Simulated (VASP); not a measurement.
# Ca (R-3m) in VASP: single point with PBEsol

Aim: the single point of Ca with PBEsol.

Everything below comes from runs of VASP 6.6.1. Logs are shortened: lines on timing, memory, paths and dates and some standing lists are left out, and cuts for length are marked.

### 1 The cell of the first run

The structure is trigonal, space group R-3m (No. 166). Conventional cell: a = 4.018 Å, b = 4.018 Å, c = 8.682 Å, α = 90.00°, β = 90.00°, γ = 120.00°. Ca (site symmetry -3m) has 12 Ca at 3.71 to 4.02 Å within 4.9 Å.

### 2 Single point, PBEsol (strained)

Contents of INCAR:

```
ALGO = Fast ; EDIFF = 1E-6
ENCUT = 520 ; GGA = PS
ISIF = 2 ; ISMEAR = 0
LASPH = True ; LCHARG = False
LREAL = False ; LWAVE = False
NBANDS = 11 ; NELM = 100
PREC = Accurate ; SIGMA = 0.1
```

Contents of KPOINTS:

```
k-points
0
Gamma
  12 12 12
```

Contents of POSCAR:

```
Ca
1.0
    0.2235360000      2.6179698060      2.6179698060
    2.8415058060      0.0000000000      2.8415058060
    2.8415058060      2.8415058060      0.0000000000
Ca
1
Direct
    0.0000000000      0.0000000000      0.0000000000
```

Potentials or basis: VASP PAW PBE potentials, release 64 (Ca_sv).

Launch:

```sh
$ cat potpaw_PBE.64/Ca_sv/POTCAR > POTCAR
$ mpirun -np 1 vasp_std > vasp.out
```

OUTCAR:

```text
EDIFF = 1E-6
   ENCUT = 520
   GGA = PS
   ISIF = 2
   ISMEAR = 0
   LASPH = True
   LREAL = False
   NELM = 100
   PREC = Accurate

 ion  position               nearest neighbor table
   1  0.000  0.000  0.000-

  LATTYP: Found a trigonal (rhomboedric) cell.
 ALAT       =     3.7091104262
 COS(alpha) =     0.4131088384

  Lattice vectors:

 A1 = (  -2.6179698060,   2.6179698060,  -0.2235360000)
 A2 = (  -2.6179698060,  -0.2235360000,   2.6179698060)
 A3 = (   0.2235360000,   2.6179698060,   2.6179698060)

Analysis of symmetry for initial positions (statically):
=====================================================================
 Subroutine PRICEL returns:
 Original cell was already a primitive cell.

 Routine SETGRP: Setting up the symmetry group for a
 trigonal (rhombohedral) supercell.

 Subroutine GETGRP returns: Found 12 space group operations
 (whereof 12 operations were pure point group operations)
 out of a pool of 12 trial point group operations.

The static configuration has the point symmetry D_3d.

Analysis of symmetry for dynamics (positions and initial velocities):
=====================================================================
 Subroutine PRICEL returns:
 Original cell was already a primitive cell.

 Routine SETGRP: Setting up the symmetry group for a
 trigonal (rhombohedral) supercell.

 Subroutine GETGRP returns: Found 12 space group operations
 (whereof 12 operations were pure point group operations)
 out of a pool of 12 trial point group operations.

The dynamic configuration has the point symmetry D_3d.

 Subroutine INISYM returns: Found 12 space group operations
 (whereof 12 operations are pure point group operations),
 and found     1 'primitive' translations

----------------------------------------------------------------------------------------

                                     Primitive cell

  volume of cell :      40.4709

  direct lattice vectors                    reciprocal lattice vectors
     0.223536000  2.617969806  2.617969806    -0.199505083  0.199505083  0.199505083
     2.841505806  0.000000000  2.841505806     0.183810388 -0.183810388  0.168115692
     2.841505806  2.841505806  0.000000000     0.183810388  0.168115692 -0.183810388

  length of vectors
     3.709110426  4.018496048  4.018496048     0.345552941  0.309572937  0.309572937

  position of ions in fractional coordinates (direct lattice)
     0.000000000  0.000000000  0.000000000

  ion indices of the primitive-cell ions
   primitive index   ion index
                 1           1

----------------------------------------------------------------------------------------

 KPOINTS: k-points

Automatic generation of k-mesh.
 Grid dimensions read from file:
 generate k-points for:   12   12   12

 Generating k-lattice:

  Cartesian coordinates                     Fractional coordinates (reciprocal lattice)
    -0.016625424  0.016625424  0.016625424     0.083333333  0.000000000  0.000000000
     0.015317532 -0.015317532  0.014009641    -0.000000000  0.083333333  0.000000000
     0.015317532  0.014009641 -0.015317532    -0.000000000  0.000000000  0.083333333

  Length of vectors
     0.028796078  0.025797745  0.025797745

  Shift w.r.t. Gamma in fractional coordinates (k-lattice)
     0.000000000  0.000000000  0.000000000

 Subroutine IBZKPT returns following result:
 ===========================================

 Found    189 irreducible k-points:

 Following reciprocal coordinates:
            Coordinates               Weight
  0.000000  0.000000  0.000000      1.000000
  0.083333  0.000000  0.000000      2.000000
  0.166667  0.000000  0.000000      2.000000
  0.250000  0.000000  0.000000      2.000000
  0.333333  0.000000  0.000000      2.000000
  0.416667  0.000000  0.000000      2.000000
[... 16 lines left out ...]
  0.250000  0.166667  0.000000      6.000000
  0.333333  0.166667  0.000000      6.000000
 [... further k-points ...]
   k-points           NKPTS =    189   k-points in BZ     NKDIM =    189   number of bands    NBANDS=     11
   number of dos      NEDOS =    301   number of ions     NIONS =      1
   total plane-waves  NPLWV =  25200
   dimension x,y,z NGX =    28 NGY =   30 NGZ =   30
   dimension x,y,z NGXF=    56 NGYF=   60 NGZF=   60
   ions per type =               1
   NGX,Y,Z   is equivalent  to a cutoff of  12.55, 12.41, 12.41 a.u.
   NGXF,Y,Z  is equivalent  to a cutoff of  25.10, 24.82, 24.82 a.u.
 SYSTEM =  unknown system
   PREC   = accura    normal or accurate (medium, high low for compatibility)
   ISTART =      0    job   : 0-new  1-cont  2-samecut
   ICHARG =      2    charge: 1-file 2-atom 10-const
   ISPIN  =      1    spin polarized calculation?
   LNONCOLLINEAR =      F non collinear calculations
   LSORBIT =      F    spin-orbit coupling
   LASPH  =      T    aspherical Exc in radial PAW
   ENCUT  =  520.0 eV  38.22 Ry    6.18 a.u.   6.90  7.47  7.47*2*pi/ulx,y,z
   NELM   =    100;   NELMIN=  2; NELMDL= -5     # of ELM steps
   EDIFF  = 0.1E-05   stopping-criterion for ELM
   LREAL  =      F    real-space projection
   EDIFFG = 0.1E-04   stopping-criterion for IOM
   NSW    =      0    number of steps for IOM
   IBRION =     -1    ionic relax: 0-MD 1-quasi-New 2-CG
   NFREE  =      0    steps in history (QN), initial steepest desc. (CG)
   ISIF   =      2    stress and relaxation
   ISYM   =      2    0-nonsym 1-usesym 2-fastsym
   POTIM  = 0.5000    time-step for ionic-motion
   TEBEG  =    0.0;   TEEND  =   0.0 temperature during run
   PSTRESS=    0.0 pullay stress
   NELECT =      10.0000    total number of electrons
   NUPDOWN=      -1.0000    fix difference up-down
   EMIN   =  10.00;   EMAX   =-10.00  energy-range for DOS
   EFERMI =   0.00;   METHOD = LEGACY
   ISMEAR =     0;   SIGMA  =   0.10  broadening in eV -4-tet -1-fermi 0-gaus
   EFERMI_NEDOS =   21; number of points for ismear=-14 and -15
   IALGO  =     68    algorithm
   IMIX   =      4    mixing-type and parameters
     AMIX     =   0.40;   BMIX     =  1.00
     AMIX_MAG =   1.60;   BMIX_MAG =  1.00
  volume/ion in A,a.u.               =      40.47       273.11
  Fermi-wavevector in a.u.,A,eV,Ry     =   1.027292  1.941300 14.358613  1.055328
  Thomas-Fermi vector in A             =   2.161229
   LORBIT       =      0    0 simple, 1 ext, 2 COOP (PROOUT), +10 PAW based schemes
   GGA     = PS    functional components
   LHFCALC =     F    Hartree Fock is set to
   AEXX    =    0.0000 exact exchange contribution
   IVDW    =     0    specifies the selected vdW correction
   LEPSILON=     F    determine dielectric tensor
   LRPA    =     F    only Hartree local field effects (RPA)
 non-spin polarized calculation
 RMM-DIIS sequential band-by-band and
 Gauss-broadening in eV      SIGMA  =   0.10
  energy-cutoff  :      520.00
  volume of cell :       40.47
 maximum number of plane-waves:      1113
   NGX = 13   NGY = 15   NGZ = 15

 number of electron      10.0000000 magnetization

 number of electron       9.9999999 magnetization

 Free energy of the ion-electron system (eV)
  ---------------------------------------------------
  ext. energy  EPLUGINS =         0.00000000
  ---------------------------------------------------
  free energy    TOTEN  =        -2.10049895 eV

  energy without entropy =       -2.09501343  energy(sigma->0) =       -2.09775619

 E-fermi :   2.0256     XC(G=0):  -7.9428

 val. band max:        1.9975559461   @ k =  -0.3333   0.5000   0.1667
 cond. band min:       2.0258345472   @ k =   0.0000   0.5000   0.1667
 fundamental gap:      0.0282786012
 Fermi energy:         2.0255976205

 k-point     1 :       0.0000    0.0000    0.0000
  band No.  band energies     occupation
      1     -39.7199      2.00000
      2     -20.7063      2.00000
      3     -20.6991      2.00000
      4     -20.6991      2.00000
      5      -2.0488      2.00000
      6       4.0629      0.00000
      7       4.0629      0.00000
      8       4.9799      0.00000
      9       5.6364      0.00000
     10       5.6364      0.00000
     11      11.1383      0.00000

 k-point     2 :       0.0833    0.0000    0.0000
  band No.  band energies     occupation
      1     -39.7180      2.00000
      2     -20.7211      2.00000
      3     -20.7020      2.00000
      4     -20.7020      2.00000
      5      -1.9013      2.00000
      6       4.1524      0.00000
      7       4.1524      0.00000
      8       4.7978      0.00000
      9       5.5332      0.00000
     10       5.5332      0.00000
     11      11.3711      0.00000

 k-point     3 :       0.1667    0.0000    0.0000
  band No.  band energies     occupation
      1     -39.7129      2.00000
      2     -20.7612      2.00000
      3     -20.7099      2.00000
      4     -20.7099      2.00000
      5      -1.4711      2.00000
      6       4.3598      0.00000
      7       4.3774      0.00000
      8       4.3774      0.00000
      9       5.3142      0.00000
     10       5.3142      0.00000
     11      11.5819      0.00000

 k-point     4 :       0.2500    0.0000    0.0000
  band No.  band energies     occupation
      1     -39.7059      2.00000
      2     -20.8152      2.00000
      3     -20.7208      2.00000
      4     -20.7208      2.00000
      5      -0.7975      2.00000
      6       3.8419      0.00000
      7       4.4890      0.00000
      8       4.4890      0.00000
      9       5.3134      0.00000
     10       5.3134      0.00000
     11      10.5738      0.00000
[... 239 lines left out ...]
 k-point    22 :       0.1667    0.1667    0.0000
  band No.  band energies     occupation
      1     -39.7136      2.00000
      2     -20.7506      2.00000
      3     -20.7178      2.00000
      4     -20.7100      2.00000
      5      -1.4009      2.00000
      6       3.7307      0.00000
      7       4.3746      0.00000
      8       4.8022      0.00000
      9       5.1559      0.00000
     10       5.7623      0.00000
     11      11.6494      0.00000

 k-point    23 :       0.2500    0.1667    0.0000
  band No.  band energies     occupation
      1     -39.7083      2.00000
      2     -20.7941      2.00000
      3     -20.7308      2.00000
      4     -20.7106      2.00000
      5      -0.9035      2.00000
      6       3.5901      0.00000
      7       4.5723      0.00000
      8       4.6299      0.00000
      9       5.0046      0.00000
     10       5.7364      0.00000
     11      11.1245      0.00000

 k-point    24 :       0.3333    0.1667    0.0000
  band No.  band energies     occupation
      1     -39.7019      2.00000
      2     -20.8409      2.00000
      3     -20.7424      2.00000
      4     -20.7205      2.00000
      5      -0.1904      2.00000
      6       3.3474      0.00000
      7       4.1412      0.00000
      8       4.6875      0.00000
      9       5.3101      0.00000
     10       5.9282      0.00000
     11      10.4386      0.00000

 [... further k-points ...]
[... 5 lines left out ...]
  --------------------------------------------------------------------------------------
  -------------------------------------------------------------------------------------
  Total        0.0384277      0.0384277      0.0384277     -0.2893120      0.2893120     -0.2893120
  in kB        1.5212887      1.5212887      1.5212887    -11.4533865     11.4533865    -11.4533865
  external PRESSURE =       1.5212887 kB  Pullay stress =       0.0000000 kB

 VOLUME and BASIS-vectors are now :
 -----------------------------------------------------------------------------
  energy-cutoff  :      520.00
  volume of cell :       40.47
      direct lattice vectors                 reciprocal lattice vectors
     0.223536000  2.617969806  2.617969806    -0.199505083  0.199505083  0.199505083
     2.841505806  0.000000000  2.841505806     0.183810388 -0.183810388  0.168115692
     2.841505806  2.841505806  0.000000000     0.183810388  0.168115692 -0.183810388

 POSITION                                       TOTAL-FORCE (eV/Angst)
 -----------------------------------------------------------------------------------
      0.00000      0.00000      0.00000         0.000000      0.000000     -0.000000
 -----------------------------------------------------------------------------------
    total drift:                               -0.000000     -0.000000     -0.000000

  FREE ENERGIE OF THE ION-ELECTRON SYSTEM (eV)
  ---------------------------------------------------
  free  energy   TOTEN  =        -2.1004989492 eV

  energy  without entropy=       -2.0950134334  energy(sigma->0) =       -2.09775619
```

It took 1.7 min on 1 thread of Intel Xeon Platinum 8259CL at 2.50GHz (Skylake/Cascade Lake), shared host; peak memory 0.22 GiB.

Results:

```
Free energy            : -2.1005 eV
Pressure               : 0.2 GPa
Band gap on the k mesh : zero (bands 5 and 6 overlap by 0.52 eV)
```

Caveat: the cell differs from its parent crystal (strained); the PAW data sets were made with another functional, which shifts forces and pressure a little.

The gap in the log of VASP goes by the Fermi energy; the results here count the filled bands.